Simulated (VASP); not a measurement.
# LaS (P4/nmm) in VASP: single point with LDA

Aim: the single point of LaS with LDA.

Program: VASP 6.6.1. These are calculated values, not measurements. Logs are shortened: lines on timing, memory, paths and dates and some standing lists are left out, and cuts for length are marked.

## Step 1: The cell of the first run

It takes space group P4/nmm (No. 129, tetragonal). The conventional cell has a = 4.075 Å, b = 4.075 Å, c = 10.600 Å, α = 90.00°, β = 90.00°, γ = 90.00°. La (site symmetry 4mm) has 5 S at 2.90 to 2.93 Å within 3.8 Å. Within 3.8 Å of S (site symmetry 4mm) lie 5 La at 2.90 to 2.93 Å.

## Step 2: Single point, LDA

Input file INCAR:

```
SYSTEM = LaS
  PREC = Accurate
  ENCUT = 520
  EDIFF = 1E-6
  ISMEAR = -1
  SIGMA = 0.1
  LREAL = .FALSE.
  LASPH = .TRUE.
  NELM = 100
  ALGO = Normal
  ISIF = 2
  LWAVE = .FALSE.
  LCHARG = .FALSE.
  GGA = CA
  NBANDS = 25
```

Input file KPOINTS:

```
regular mesh
0
G
  6 6 3
  0 0 0
```

Input file POSCAR:

```
LaS
1.0
    4.0755000000      0.0000000000      0.0000000000
    0.0000000000      4.0755000000      0.0000000000
    0.0000000000      0.0000000000     10.6002600000
La S
2 2
Direct
    0.0000000000      0.5000000000      0.6215900000
    0.5000000000      0.0000000000      0.3784100000
    0.5000000000      0.0000000000      0.6545600000
    0.0000000000      0.5000000000      0.3454400000
```

Potentials or basis: VASP PAW LDA potentials, release 64 (La, S).

The run is started by

```
$ cat potpaw_LDA.64/La/POTCAR potpaw_LDA.64/S/POTCAR > POTCAR
$ mpirun -np 1 vasp_std > vasp.out
```

OUTCAR:

```text
SYSTEM = LaS
   PREC = Accurate
   ENCUT = 520
   EDIFF = 1E-6
   ISMEAR = -1
   LREAL = .FALSE.
   LASPH = .TRUE.
   NELM = 100
   ISIF = 2
   GGA = CA

 ion  position               nearest neighbor table
   1  0.000  0.500  0.622-   3 2.90   3 2.90   3 2.90   3 2.90   4 2.93
   2  0.500  0.000  0.378-   4 2.90   4 2.90   4 2.90   4 2.90   3 2.93
   3  0.500  0.000  0.655-   1 2.90   1 2.90   1 2.90   1 2.90   2 2.93
   4  0.000  0.500  0.345-   2 2.90   2 2.90   2 2.90   2 2.90   1 2.93

  LATTYP: Found a simple tetragonal cell.
 ALAT       =     4.0755000000
 C/A-ratio  =     2.6009716599

  Lattice vectors:

 A1 = (   4.0755000000,   0.0000000000,   0.0000000000)
 A2 = (   0.0000000000,   4.0755000000,   0.0000000000)
 A3 = (   0.0000000000,   0.0000000000,  10.6002600000)

Analysis of symmetry for initial positions (statically):
=====================================================================
 Subroutine PRICEL returns:
 Original cell was already a primitive cell.

 Routine SETGRP: Setting up the symmetry group for a
 simple tetragonal supercell.

 Subroutine GETGRP returns: Found 16 space group operations
 (whereof  8 operations were pure point group operations)
 out of a pool of 16 trial point group operations.

The static configuration has the point symmetry D_2d.
 The point group associated with its full space group is D_4h.

Analysis of symmetry for dynamics (positions and initial velocities):
=====================================================================
 Subroutine PRICEL returns:
 Original cell was already a primitive cell.

 Routine SETGRP: Setting up the symmetry group for a
 simple tetragonal supercell.

 Subroutine GETGRP returns: Found 16 space group operations
 (whereof  8 operations were pure point group operations)
 out of a pool of 16 trial point group operations.

The dynamic configuration has the point symmetry D_2d.
 The point group associated with its full space group is D_4h.

 Subroutine INISYM returns: Found 16 space group operations
 (whereof  8 operations are pure point group operations),
 and found     1 'primitive' translations

----------------------------------------------------------------------------------------

                                     Primitive cell

  volume of cell :     176.0671

  direct lattice vectors                    reciprocal lattice vectors
     4.075500000  0.000000000  0.000000000     0.245368666  0.000000000  0.000000000
     0.000000000  4.075500000  0.000000000     0.000000000  0.245368666  0.000000000
     0.000000000  0.000000000 10.600260000     0.000000000  0.000000000  0.094337309

  length of vectors
     4.075500000  4.075500000 10.600260000     0.245368666  0.245368666  0.094337309

  position of ions in fractional coordinates (direct lattice)
     0.000000000  0.500000000  0.621590000
     0.500000000  0.000000000  0.378410000
     0.500000000  0.000000000  0.654560000
     0.000000000  0.500000000  0.345440000

  ion indices of the primitive-cell ions
   primitive index   ion index
                 1           1
                 2           2
                 3           3
                 4           4

----------------------------------------------------------------------------------------

 KPOINTS: regular mesh

Automatic generation of k-mesh.
 Grid dimensions read from file:
 generate k-points for:    6    6    3

 Generating k-lattice:

  Cartesian coordinates                     Fractional coordinates (reciprocal lattice)
     0.040894778  0.000000000  0.000000000     0.166666667  0.000000000  0.000000000
     0.000000000  0.040894778  0.000000000     0.000000000  0.166666667  0.000000000
     0.000000000  0.000000000  0.031445770     0.000000000  0.000000000  0.333333333

  Length of vectors
     0.040894778  0.040894778  0.031445770

  Shift w.r.t. Gamma in fractional coordinates (k-lattice)
     0.000000000  0.000000000  0.000000000

 Subroutine IBZKPT returns following result:
 ===========================================

 Found     20 irreducible k-points:

 Following reciprocal coordinates:
            Coordinates               Weight
  0.000000  0.000000  0.000000      1.000000
  0.166667  0.000000  0.000000      4.000000
  0.333333  0.000000  0.000000      4.000000
  0.500000  0.000000  0.000000      2.000000
  0.166667  0.166667  0.000000      4.000000
  0.333333  0.166667  0.000000      8.000000
[... 12 lines left out ...]
  0.500000  0.333333  0.333333      8.000000
  0.500000  0.500000  0.333333      2.000000
   k-points           NKPTS =     20   k-points in BZ     NKDIM =     20   number of bands    NBANDS=     25
   number of dos      NEDOS =    301   number of ions     NIONS =      4
   total plane-waves  NPLWV =  72000
   dimension x,y,z NGX =    30 NGY =   30 NGZ =   80
   dimension x,y,z NGXF=    60 NGYF=   60 NGZF=  160
   ions per type =               2   2
   NGX,Y,Z   is equivalent  to a cutoff of  12.24, 12.24, 12.55 a.u.
   NGXF,Y,Z  is equivalent  to a cutoff of  24.47, 24.47, 25.09 a.u.
 SYSTEM =  LaS
   PREC   = accura    normal or accurate (medium, high low for compatibility)
   ISTART =      0    job   : 0-new  1-cont  2-samecut
   ICHARG =      2    charge: 1-file 2-atom 10-const
   ISPIN  =      1    spin polarized calculation?
   LNONCOLLINEAR =      F non collinear calculations
   LSORBIT =      F    spin-orbit coupling
   LASPH  =      T    aspherical Exc in radial PAW
   ENCUT  =  520.0 eV  38.22 Ry    6.18 a.u.   7.58  7.58 19.71*2*pi/ulx,y,z
   NELM   =    100;   NELMIN=  2; NELMDL= -5     # of ELM steps
   EDIFF  = 0.1E-05   stopping-criterion for ELM
   LREAL  =      F    real-space projection
   EDIFFG = 0.1E-04   stopping-criterion for IOM
   NSW    =      0    number of steps for IOM
   IBRION =     -1    ionic relax: 0-MD 1-quasi-New 2-CG
   NFREE  =      0    steps in history (QN), initial steepest desc. (CG)
   ISIF   =      2    stress and relaxation
   ISYM   =      2    0-nonsym 1-usesym 2-fastsym
   POTIM  = 0.5000    time-step for ionic-motion
   TEBEG  =    0.0;   TEEND  =   0.0 temperature during run
   PSTRESS=    0.0 pullay stress
   NELECT =      34.0000    total number of electrons
   NUPDOWN=      -1.0000    fix difference up-down
   EMIN   =  10.00;   EMAX   =-10.00  energy-range for DOS
   EFERMI =   0.00;   METHOD = LEGACY
   ISMEAR =    -1;   SIGMA  =   0.10  broadening in eV -4-tet -1-fermi 0-gaus
   EFERMI_NEDOS =   21; number of points for ismear=-14 and -15
   IALGO  =     38    algorithm
   IMIX   =      4    mixing-type and parameters
     AMIX     =   0.40;   BMIX     =  1.00
     AMIX_MAG =   1.60;   BMIX_MAG =  1.00
  volume/ion in A,a.u.               =      44.02       297.04
  Fermi-wavevector in a.u.,A,eV,Ry     =   0.946255  1.788163 12.182647  0.895399
  Thomas-Fermi vector in A             =   2.074236
   LORBIT       =      0    0 simple, 1 ext, 2 COOP (PROOUT), +10 PAW based schemes
   GGA     = CA    functional components
   LHFCALC =     F    Hartree Fock is set to
   AEXX    =    0.0000 exact exchange contribution
   IVDW    =     0    specifies the selected vdW correction
   LEPSILON=     F    determine dielectric tensor
   LRPA    =     F    only Hartree local field effects (RPA)
 non-spin polarized calculation
  energy-cutoff  :      520.00
  volume of cell :      176.07
 maximum number of plane-waves:      4775
   NGX = 15   NGY = 15   NGZ = 39

 number of electron      34.0000000 magnetization

 Free energy of the ion-electron system (eV)
  ---------------------------------------------------
  ext. energy  EPLUGINS =         0.00000000
  ---------------------------------------------------
  free energy    TOTEN  =       -28.04303944 eV

  energy without entropy =      -27.96578564  energy(sigma->0) =      -28.00441254

 E-fermi :   3.8002     XC(G=0):  -6.9113

 val. band max:        3.7924915088   @ k =   0.3333   0.3333   0.3333
 cond. band min:       3.9417396820   @ k =   0.1667   0.0000   0.0000
 fundamental gap:      0.1492481732
 Fermi energy:         3.8002311994

 k-point     1 :       0.0000    0.0000    0.0000
  band No.  band energies     occupation
      1     -29.2252      2.00000
      2     -29.1226      2.00000
      3     -13.3595      2.00000
      4     -12.9980      2.00000
      5     -12.9725      2.00000
      6     -12.9725      2.00000
[... 17 lines left out ...]
     24       5.2282      0.00000
     25       5.3561      0.00000

 k-point     2 :       0.1667    0.0000    0.0000
  band No.  band energies     occupation
      1     -29.2106      2.00000
      2     -29.1214      2.00000
      3     -13.3953      2.00000
      4     -13.3439      2.00000
      5     -12.9349      2.00000
      6     -12.8972      2.00000
[... 17 lines left out ...]
     24       5.3021      0.00000
     25       5.3594      0.00000

 k-point     3 :       0.3333    0.0000    0.0000
  band No.  band energies     occupation
      1     -29.1759      2.00000
      2     -29.1242      2.00000
      3     -13.7039      2.00000
      4     -13.6383      2.00000
      5     -12.9829      2.00000
      6     -12.8454      2.00000
[... 17 lines left out ...]
     24       5.3435      0.00000
     25       5.3767      0.00000

 k-point     4 :       0.5000    0.0000    0.0000
  band No.  band energies     occupation
      1     -29.1421      2.00000
      2     -29.1421      2.00000
      3     -13.8241      2.00000
      4     -13.8241      2.00000
      5     -12.8929      2.00000
      6     -12.8929      2.00000
[... 17 lines left out ...]
     24       5.2292      0.00000
     25       5.3980      0.00000

 k-point     5 :       0.1667    0.1667    0.0000
  band No.  band energies     occupation
      1     -29.1970      2.00000
      2     -29.1196      2.00000
      3     -13.4210      2.00000
      4     -13.3722      2.00000
      5     -13.0932      2.00000
      6     -12.9283      2.00000
[... 17 lines left out ...]
     24       5.2609      0.00000
     25       5.3287      0.00000

 k-point     6 :       0.3333    0.1667    0.0000
  band No.  band energies     occupation
      1     -29.1652      2.00000
      2     -29.1203      2.00000
      3     -13.6104      2.00000
      4     -13.5923      2.00000
      5     -13.0463      2.00000
      6     -12.9784      2.00000
[... 17 lines left out ...]
     24       5.3180      0.00000
     25       5.3541      0.00000
[... 281 lines left out ...]
 k-point    17 :       0.5000    0.1667    0.3333
  band No.  band energies     occupation
      1     -29.1350      2.00000
      2     -29.1350      2.00000
      3     -13.7287      2.00000
      4     -13.7287      2.00000
      5     -12.9448      2.00000
      6     -12.9448      2.00000
[... 17 lines left out ...]
     24       5.2773      0.00000
     25       5.3971      0.00000

 k-point    18 :       0.3333    0.3333    0.3333
  band No.  band energies     occupation
      1     -29.1411      2.00000
      2     -29.1150      2.00000
      3     -13.5352      2.00000
      4     -13.3932      2.00000
      5     -13.3238      2.00000
      6     -12.9958      2.00000
[... 17 lines left out ...]
     24       5.2804      0.00000
     25       5.3322      0.00000

 k-point    19 :       0.5000    0.3333    0.3333
  band No.  band energies     occupation
      1     -29.1207      2.00000
      2     -29.1207      2.00000
      3     -13.5154      2.00000
      4     -13.5154      2.00000
      5     -13.1206      2.00000
      6     -13.1206      2.00000
[... 17 lines left out ...]
     24       5.3346      0.00000
     25       5.3549      0.00000

 k-point    20 :       0.5000    0.5000    0.3333
  band No.  band energies     occupation
      1     -29.1135      2.00000
      2     -29.1135      2.00000
      3     -13.4341      2.00000
      4     -13.4341      2.00000
      5     -13.0772      2.00000
      6     -13.0772      2.00000
[... 17 lines left out ...]
     24       5.3318      0.00000
     25       5.3667      0.00000

------------------------ aborting loop because EDIFF is reached ----------------------------------------

  FORCE on cell =-STRESS in cart. coord.  units (eV):
  Direction    XX          YY          ZZ          XY          YZ          ZX
  --------------------------------------------------------------------------------------
  -------------------------------------------------------------------------------------
  Total       -3.1019378     -3.1019378     -1.5656531      0.0000000     -0.0000000      0.0000000
  in kB      -28.2270410    -28.2270410    -14.2471437      0.0000000     -0.0000000      0.0000000
  external PRESSURE =     -23.5670752 kB  Pullay stress =       0.0000000 kB

 VOLUME and BASIS-vectors are now :
 -----------------------------------------------------------------------------
  energy-cutoff  :      520.00
  volume of cell :      176.07
      direct lattice vectors                 reciprocal lattice vectors
     4.075500000  0.000000000  0.000000000     0.245368666  0.000000000  0.000000000
     0.000000000  4.075500000  0.000000000     0.000000000  0.245368666  0.000000000
     0.000000000  0.000000000 10.600260000     0.000000000  0.000000000  0.094337309

 POSITION                                       TOTAL-FORCE (eV/Angst)
 -----------------------------------------------------------------------------------
      0.00000      2.03775      6.58902        -0.000000      0.000000     -0.138905
      2.03775      0.00000      4.01124         0.000000      0.000000      0.138905
      2.03775      0.00000      6.93851        -0.000000      0.000000     -0.353978
      0.00000      2.03775      3.66175         0.000000      0.000000      0.353978
 -----------------------------------------------------------------------------------
    total drift:                                0.000000      0.000000     -0.000000

  FREE ENERGIE OF THE ION-ELECTRON SYSTEM (eV)
  ---------------------------------------------------
  free  energy   TOTEN  =       -28.0430394426 eV

  energy  without entropy=      -27.9657856382  energy(sigma->0) =      -28.00441254
```

It took 2.7 min on 1 thread of Intel Xeon Platinum 8175M at 2.50GHz (Skylake/Cascade Lake), shared host; peak memory 0.26 GiB.

Results:

* Free energy: -28.0430 eV
* Pressure: -2.4 GPa
* Largest force: 0.354 eV/Å
* Band gap on the k mesh: zero (band 17 reaches 4.62 eV, above the bottom of band 18 at 2.79 eV)

Forces in eV/Å, atoms in the order of the input:
```
La   0.000  0.000 -0.139
La   0.000  0.000  0.139
S    0.000  0.000 -0.354
S    0.000  0.000  0.354
```

Caveat: spin-orbit coupling is left out, which moves the levels of the heavy elements.
